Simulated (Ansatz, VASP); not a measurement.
**Ba: VASP beside Ansatz**

Contents of INCAR:

```
SYSTEM = Ba
  PREC = Accurate
  ENCUT = 520
  EDIFF = 1E-7
  ISMEAR = 0
  SIGMA = 0.1
  LREAL = .False.
  LASPH = .True.
  NELM = 60
  ALGO = Normal
  ISIF = 2
  LWAVE = .False.
  LCHARG = .True.
  GGA = RP
  LELF = .True.
  LVHAR = .True.
  NBANDS = 11
```

KPOINTS

```
Automatic mesh
0
Gamma
  8 8 8
  0 0 0
```

Contents of POSCAR:

```
Ba
1.0
   -2.5065000000      2.5065000000      2.5065000000
    2.5065000000     -2.5065000000      2.5065000000
    2.5065000000      2.5065000000     -2.5065000000
Ba
1
Direct
    0.0000000000      0.0000000000      0.0000000000
```

The input input.yaml:

```yaml
crystal:
  lattice:
    - [-2.5065, 2.5065, 2.5065]
    - [2.5065, -2.5065, 2.5065]
    - [2.5065, 2.5065, -2.5065]
  atoms:
    - { symbol: Ba, position: [0.0, 0.0, 0.0] }
kpoints:
  mp_grid: { grid: [8, 8, 8] }
scf:
  occupations: { method: gaussian, width: 0.1 }
hamiltonian:
  xc: rpbe
  pseudopotentials: { kind: all_electron, lapw: { basis_error: 0.001 } }
output:
  forces: true
  stress: true
  eigenvalues: true
```

Alike in both runs: task single point; functional RPBE; k mesh 8 × 8 × 8; occupations gaussian, width 0.1 eV; no spin polarisation.

```csv
,VASP,Ansatz
version,VASP 6.6.1,Ansatz 0.2.0
potentials or method,"VASP PAW PBE potentials, release 64 (Ba_sv), cutoff 520 eV","all-electron LAPW, scalar-relativistic"
```

|  | VASP | Ansatz | Ansatz less VASP |
| --- | --- | --- | --- |
| gap on the k mesh at the Fermi level (eV) | none | none | - |
| pressure (GPa) | 0.7 | 0.7 | -0.04 |

VASP's potentials were made for PBE, not for RPBE. A gap of «none» marks a metal or a gap that the smearing closes. Ansatz ran all-electron here, and VASP with PAW potentials.

Spin-orbit coupling is off throughout.
